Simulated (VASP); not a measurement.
# KCaCl3 (P4/mmm) in VASP: single point with LDA

Aim: the single point of KCaCl3 with LDA.

Everything below comes from runs of VASP 6.6.1. Logs are shortened: lines on timing, memory, paths and dates and some standing lists are left out, and cuts for length are marked.

**1. The cell of the first run**

It takes space group P4/mmm (No. 123, tetragonal). The conventional cell has a = 5.825 Å, b = 5.825 Å, c = 5.394 Å, α = 90.00°, β = 90.00°, γ = 90.00°. Within 5.4 Å of K (site symmetry 4/mmm) lie 12 Cl at 3.97 to 4.12 Å and 8 Ca at 4.92 Å and 2 K at 5.39 Å. Within 3.6 Å of Ca (site symmetry 4/mmm) lie 6 Cl at 2.70 to 2.91 Å. Within 3.8 Å of Cl (site symmetry mmm) lie 2 Ca at 2.91 Å. Within 3.6 Å of Cl (site symmetry 4/mmm) lie 2 Ca at 2.70 Å.

**2. Single point, LDA (strain +0.080 along x and y, +0.000 along z)**

The input, INCAR:

```
SYSTEM = KCaCl3
PREC = Accurate
ENCUT = 520
EDIFF = 1E-6
ISMEAR = 0
SIGMA = 0.05
LREAL = .FALSE.
LASPH = .TRUE.
NELM = 60
ALGO = Normal
ISIF = 2
LWAVE = .FALSE.
LCHARG = .FALSE.
GGA = CA
NBANDS = 28
```

The input, KPOINTS:

```
regular mesh
0
G
  4 4 4
  0 0 0
```

The input, POSCAR:

```
KCaCl3
1.0
    5.8250048400      0.0000000000      0.0000000000
    0.0000000000      5.8250048400      0.0000000000
    0.0000000000      0.0000000000      5.3935230000
K Ca Cl
1 1 3
Direct
    0.0000000000      0.0000000000      0.0000000000
    0.5000000000      0.5000000000      0.5000000000
    0.0000000000      0.5000000000      0.5000000000
    0.5000000000      0.0000000000      0.5000000000
    0.5000000000      0.5000000000      0.0000000000
```

Potentials or basis: VASP PAW LDA potentials, release 64 (K_sv, Ca_sv, Cl).

Started as:

```console
> cat potpaw_LDA.64/K_sv/POTCAR potpaw_LDA.64/Ca_sv/POTCAR potpaw_LDA.64/Cl/POTCAR > POTCAR
> mpirun -np 1 vasp_std > vasp.out
```

OUTCAR:

```text
SYSTEM = KCaCl3
   PREC = Accurate
   ENCUT = 520
   EDIFF = 1E-6
   ISMEAR = 0
   LREAL = .FALSE.
   LASPH = .TRUE.
   NELM = 60
   ISIF = 2
   GGA = CA

 ion  position               nearest neighbor table
   1  0.000  0.000  0.000-
   2  0.500  0.500  0.500-   5 2.70   5 2.70   3 2.91   4 2.91   4 2.91   3 2.91
   3  0.000  0.500  0.500-   2 2.91   2 2.91
   4  0.500  0.000  0.500-   2 2.91   2 2.91
   5  0.500  0.500  0.000-   2 2.70   2 2.70

  LATTYP: Found a simple tetragonal cell.
 ALAT       =     5.8250048400
 C/A-ratio  =     0.9259259259

  Lattice vectors:

 A1 = (   5.8250048400,   0.0000000000,   0.0000000000)
 A2 = (   0.0000000000,   5.8250048400,   0.0000000000)
 A3 = (   0.0000000000,   0.0000000000,   5.3935230000)

Analysis of symmetry for initial positions (statically):
=====================================================================
 Subroutine PRICEL returns:
 Original cell was already a primitive cell.

 Routine SETGRP: Setting up the symmetry group for a
 simple tetragonal supercell.

 Subroutine GETGRP returns: Found 16 space group operations
 (whereof 16 operations were pure point group operations)
 out of a pool of 16 trial point group operations.

The static configuration has the point symmetry D_4h.

Analysis of symmetry for dynamics (positions and initial velocities):
=====================================================================
 Subroutine PRICEL returns:
 Original cell was already a primitive cell.

 Routine SETGRP: Setting up the symmetry group for a
 simple tetragonal supercell.

 Subroutine GETGRP returns: Found 16 space group operations
 (whereof 16 operations were pure point group operations)
 out of a pool of 16 trial point group operations.

The dynamic configuration has the point symmetry D_4h.

 Subroutine INISYM returns: Found 16 space group operations
 (whereof 16 operations are pure point group operations),
 and found     1 'primitive' translations

----------------------------------------------------------------------------------------

                                     Primitive cell

  volume of cell :     183.0059

  direct lattice vectors                    reciprocal lattice vectors
     5.825004840  0.000000000  0.000000000     0.171673677  0.000000000  0.000000000
     0.000000000  5.825004840  0.000000000     0.000000000  0.171673677  0.000000000
     0.000000000  0.000000000  5.393523000     0.000000000  0.000000000  0.185407571

  length of vectors
     5.825004840  5.825004840  5.393523000     0.171673677  0.171673677  0.185407571

  position of ions in fractional coordinates (direct lattice)
     0.000000000  0.000000000  0.000000000
     0.500000000  0.500000000  0.500000000
     0.000000000  0.500000000  0.500000000
     0.500000000  0.000000000  0.500000000
     0.500000000  0.500000000  0.000000000

  ion indices of the primitive-cell ions
   primitive index   ion index
                 1           1
                 2           2
                 3           3
                 4           4
                 5           5

----------------------------------------------------------------------------------------

 KPOINTS: regular mesh

Automatic generation of k-mesh.
 Grid dimensions read from file:
 generate k-points for:    4    4    4

 Generating k-lattice:

  Cartesian coordinates                     Fractional coordinates (reciprocal lattice)
     0.042918419  0.000000000  0.000000000     0.250000000  0.000000000  0.000000000
     0.000000000  0.042918419  0.000000000     0.000000000  0.250000000  0.000000000
     0.000000000  0.000000000  0.046351893     0.000000000  0.000000000  0.250000000

  Length of vectors
     0.042918419  0.042918419  0.046351893

  Shift w.r.t. Gamma in fractional coordinates (k-lattice)
     0.000000000  0.000000000  0.000000000

 Subroutine IBZKPT returns following result:
 ===========================================

 Found     18 irreducible k-points:

 Following reciprocal coordinates:
            Coordinates               Weight
  0.000000  0.000000  0.000000      1.000000
  0.250000  0.000000  0.000000      4.000000
  0.500000  0.000000  0.000000      2.000000
  0.250000  0.250000  0.000000      4.000000
  0.500000  0.250000  0.000000      4.000000
  0.500000  0.500000  0.000000      1.000000
[... 10 lines left out ...]
  0.500000  0.250000  0.500000      4.000000
  0.500000  0.500000  0.500000      1.000000
   k-points           NKPTS =     18   k-points in BZ     NKDIM =     18   number of bands    NBANDS=     28
   number of dos      NEDOS =    301   number of ions     NIONS =      5
   total plane-waves  NPLWV =  92160
   dimension x,y,z NGX =    48 NGY =   48 NGZ =   40
   dimension x,y,z NGXF=    96 NGYF=   96 NGZF=   80
   ions per type =               1   1   3
   NGX,Y,Z   is equivalent  to a cutoff of  13.70, 13.70, 12.33 a.u.
   NGXF,Y,Z  is equivalent  to a cutoff of  27.40, 27.40, 24.66 a.u.
 SYSTEM =  KCaCl3
   PREC   = accura    normal or accurate (medium, high low for compatibility)
   ISTART =      0    job   : 0-new  1-cont  2-samecut
   ICHARG =      2    charge: 1-file 2-atom 10-const
   ISPIN  =      1    spin polarized calculation?
   LNONCOLLINEAR =      F non collinear calculations
   LSORBIT =      F    spin-orbit coupling
   LASPH  =      T    aspherical Exc in radial PAW
   ENCUT  =  520.0 eV  38.22 Ry    6.18 a.u.  10.83 10.83 10.03*2*pi/ulx,y,z
   NELM   =     60;   NELMIN=  2; NELMDL= -5     # of ELM steps
   EDIFF  = 0.1E-05   stopping-criterion for ELM
   LREAL  =      F    real-space projection
   EDIFFG = 0.1E-04   stopping-criterion for IOM
   NSW    =      0    number of steps for IOM
   IBRION =     -1    ionic relax: 0-MD 1-quasi-New 2-CG
   NFREE  =      0    steps in history (QN), initial steepest desc. (CG)
   ISIF   =      2    stress and relaxation
   ISYM   =      2    0-nonsym 1-usesym 2-fastsym
   POTIM  = 0.5000    time-step for ionic-motion
   TEBEG  =    0.0;   TEEND  =   0.0 temperature during run
   PSTRESS=    0.0 pullay stress
   NELECT =      40.0000    total number of electrons
   NUPDOWN=      -1.0000    fix difference up-down
   EMIN   =  10.00;   EMAX   =-10.00  energy-range for DOS
   EFERMI =   0.00;   METHOD = LEGACY
   ISMEAR =     0;   SIGMA  =   0.05  broadening in eV -4-tet -1-fermi 0-gaus
   EFERMI_NEDOS =   21; number of points for ismear=-14 and -15
   IALGO  =     38    algorithm
   IMIX   =      4    mixing-type and parameters
     AMIX     =   0.40;   BMIX     =  1.00
     AMIX_MAG =   1.60;   BMIX_MAG =  1.00
  volume/ion in A,a.u.               =      36.60       247.00
  Fermi-wavevector in a.u.,A,eV,Ry     =   0.986143  1.863540 13.231360  0.972478
  Thomas-Fermi vector in A             =   2.117502
   LORBIT       =      0    0 simple, 1 ext, 2 COOP (PROOUT), +10 PAW based schemes
   GGA     = CA    functional components
   LHFCALC =     F    Hartree Fock is set to
   AEXX    =    0.0000 exact exchange contribution
   IVDW    =     0    specifies the selected vdW correction
   LEPSILON=     F    determine dielectric tensor
   LRPA    =     F    only Hartree local field effects (RPA)
 non-spin polarized calculation
 Gauss-broadening in eV      SIGMA  =   0.05
  energy-cutoff  :      520.00
  volume of cell :      183.01
 maximum number of plane-waves:      4976
 NGX is ok and might be reduce to    48
   NGX = 21   NGY = 21   NGZ = 21

 number of electron      40.0000001 magnetization

 Free energy of the ion-electron system (eV)
  ---------------------------------------------------
  ext. energy  EPLUGINS =         0.00000000
  ---------------------------------------------------
  free energy    TOTEN  =       -20.45505339 eV

  energy without entropy =      -20.45505339  energy(sigma->0) =      -20.45505339

 E-fermi :  -1.7132     XC(G=0):  -7.4612

 val. band max:       -2.0249346806   @ k =   0.5000   0.5000   0.5000
 cond. band min:       1.9991384132   @ k =   0.0000   0.0000   0.0000
 fundamental gap:      4.0240730939
 Fermi energy:        -1.7132050699

 k-point     1 :       0.0000    0.0000    0.0000
  band No.  band energies     occupation
      1     -40.3408      2.00000
      2     -30.3218      2.00000
      3     -21.6496      2.00000
      4     -21.6334      2.00000
      5     -21.6334      2.00000
      6     -14.6412      2.00000
[... 20 lines left out ...]
     27       4.6527      0.00000
     28       4.9009      0.00000

 k-point     2 :       0.2500    0.0000    0.0000
  band No.  band energies     occupation
      1     -40.3408      2.00000
      2     -30.3217      2.00000
      3     -21.6496      2.00000
      4     -21.6383      2.00000
      5     -21.6333      2.00000
      6     -14.6312      2.00000
[... 20 lines left out ...]
     27       4.9316      0.00000
     28       5.1193      0.00000

 k-point     3 :       0.5000    0.0000    0.0000
  band No.  band energies     occupation
      1     -40.3408      2.00000
      2     -30.3217      2.00000
      3     -21.6495      2.00000
      4     -21.6432      2.00000
      5     -21.6333      2.00000
      6     -14.6226      2.00000
[... 20 lines left out ...]
     27       5.0377      0.00000
     28       5.5106      0.00000

 k-point     4 :       0.2500    0.2500    0.0000
  band No.  band energies     occupation
      1     -40.3408      2.00000
      2     -30.3217      2.00000
      3     -21.6495      2.00000
      4     -21.6383      2.00000
      5     -21.6382      2.00000
      6     -14.6179      2.00000
[... 392 lines left out ...]
     27       5.5892      0.00000
     28       5.6442      0.00000

 k-point    17 :       0.5000    0.2500    0.5000
  band No.  band energies     occupation
      1     -40.3406      2.00000
      2     -30.3215      2.00000
      3     -21.6818      2.00000
      4     -21.6428      2.00000
      5     -21.6378      2.00000
      6     -14.4259      2.00000
[... 20 lines left out ...]
     27       5.1154      0.00000
     28       5.6020      0.00000

 k-point    18 :       0.5000    0.5000    0.5000
  band No.  band energies     occupation
      1     -40.3405      2.00000
      2     -30.3215      2.00000
      3     -21.6817      2.00000
      4     -21.6427      2.00000
      5     -21.6427      2.00000
      6     -14.4209      2.00000
[... 20 lines left out ...]
     27       4.7806      0.00000
     28       5.8975      0.00000

------------------------ aborting loop because EDIFF is reached ----------------------------------------

  FORCE on cell =-STRESS in cart. coord.  units (eV):
  Direction    XX          YY          ZZ          XY          YZ          ZX
  --------------------------------------------------------------------------------------
  -------------------------------------------------------------------------------------
  Total       -5.6164946     -5.6164946     -3.5812301      0.0000000      0.0000000      0.0000000
  in kB      -49.1712006    -49.1712006    -31.3528978      0.0000000      0.0000000      0.0000000
  external PRESSURE =     -43.2317663 kB  Pullay stress =       0.0000000 kB

 VOLUME and BASIS-vectors are now :
 -----------------------------------------------------------------------------
  energy-cutoff  :      520.00
  volume of cell :      183.01
      direct lattice vectors                 reciprocal lattice vectors
     5.825004840  0.000000000  0.000000000     0.171673677  0.000000000  0.000000000
     0.000000000  5.825004840  0.000000000     0.000000000  0.171673677  0.000000000
     0.000000000  0.000000000  5.393523000     0.000000000  0.000000000  0.185407571

 POSITION                                       TOTAL-FORCE (eV/Angst)
 -----------------------------------------------------------------------------------
      0.00000      0.00000      0.00000         0.000000      0.000000      0.000000
      2.91250      2.91250      2.69676         0.000000      0.000000      0.000000
      0.00000      2.91250      2.69676         0.000000      0.000000      0.000000
      2.91250      0.00000      2.69676         0.000000      0.000000      0.000000
      2.91250      2.91250      0.00000         0.000000      0.000000      0.000000
 -----------------------------------------------------------------------------------
    total drift:                                0.000000     -0.000000     -0.000000

  FREE ENERGIE OF THE ION-ELECTRON SYSTEM (eV)
  ---------------------------------------------------
  free  energy   TOTEN  =       -20.4550533858 eV

  energy  without entropy=      -20.4550533858  energy(sigma->0) =      -20.45505339
```

It took 1.9 min on 1 thread of Intel Xeon 8259CL, shared host; peak memory 0.29 GiB.

What came out:

* Free energy: -20.4551 eV
* Pressure: -4.3 GPa
* Band gap on the k mesh: 4.02 eV (least direct gap 4.28 eV)

Levels at points of the mesh, in eV from the valence-band top:
```tsv
k point	band 16	band 17	band 18	band 19	band 20	band 21	band 22	band 23	band 24	band 25
(0.00, 0.00, 0.00)	-0.44	-0.31	-0.27	-0.27	-0.26	4.02	5.28	5.28	5.29	6.18
(0.50, 0.00, 0.00)	-0.59	-0.52	-0.51	-0.36	-0.29	5.36	5.61	5.65	5.92	5.97
(0.50, 0.50, 0.00)	-0.81	-0.81	-0.53	-0.53	-0.03	5.95	5.95	6.21	6.52	6.82
(0.00, 0.00, 0.50)	-0.87	-0.80	-0.46	-0.32	-0.32	5.45	5.49	5.93	6.25	6.26
(0.50, 0.00, 0.50)	-0.87	-0.60	-0.59	-0.58	-0.01	6.05	6.09	6.30	6.40	6.89
(0.50, 0.50, 0.50)	-1.14	-1.05	-0.02	0.00	0.00	5.79	6.56	6.75	6.75	6.76
```

Caveat: the cell differs from its parent crystal (strain +0.080 along x and y, +0.000 along z); the cell stands under tension. A k mesh can miss the band edges.
